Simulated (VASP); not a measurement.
Set up this calculation in VASP 6.6.1, as the native input.

```
Task                   : single point
Functional             : PBE
Potentials or basis    : VASP PAW PBE potentials, release 64 (Ag, Br)
Cutoff                 : 500 eV
k mesh                 : 9 × 9 × 9
Occupations            : fermi-dirac, width 0.03 eV
Spin                   : no spin polarisation
Dipole correction      : no
Further INCAR settings : ALGO = Normal; EDIFF = 1e-06; NBANDS = 16
```

The structure of AgBr lies in POSCAR:

```
AgBr
1.0
    0.0000000000      2.8701500000      2.8701500000
    2.8701500000      0.0000000000      2.8701500000
    2.8701500000      2.8701500000      0.0000000000
Ag Br
1 1
Direct
    0.0000000000      0.0000000000      0.0000000000
    0.5000000000      0.5000000000      0.5000000000
```

The input as run:

INCAR

```
ALGO = Normal
EDIFF = 1E-6
ENCUT = 500
GGA = PE
GGA_COMPAT = False
ISIF = 2
ISMEAR = -1
LASPH = True
LCHARG = False
LREAL = False
LWAVE = False
NBANDS = 16
NELM = 120
PREC = Accurate
SIGMA = 0.03
```

KPOINTS

```
k-points
0
Gamma
  9 9 9
```

Potentials or basis: VASP PAW PBE potentials, release 64 (Ag, Br).

Run with:

```bash
$ cat potpaw_PBE.64/Ag/POTCAR potpaw_PBE.64/Br/POTCAR > POTCAR
$ mpirun -np 1 vasp_std > vasp.out
```

Results of the run:

- Pressure: 2.3 GPa
- Band gap on the k mesh: 0.72 eV (least direct gap 2.61 eV)

Caveat: an odd mesh through Γ misses points on the zone boundary, where band edges can lie.

It took 34 s on 1 thread of Intel Xeon 8259CL, on a shared host, peak memory 0.18 GiB.
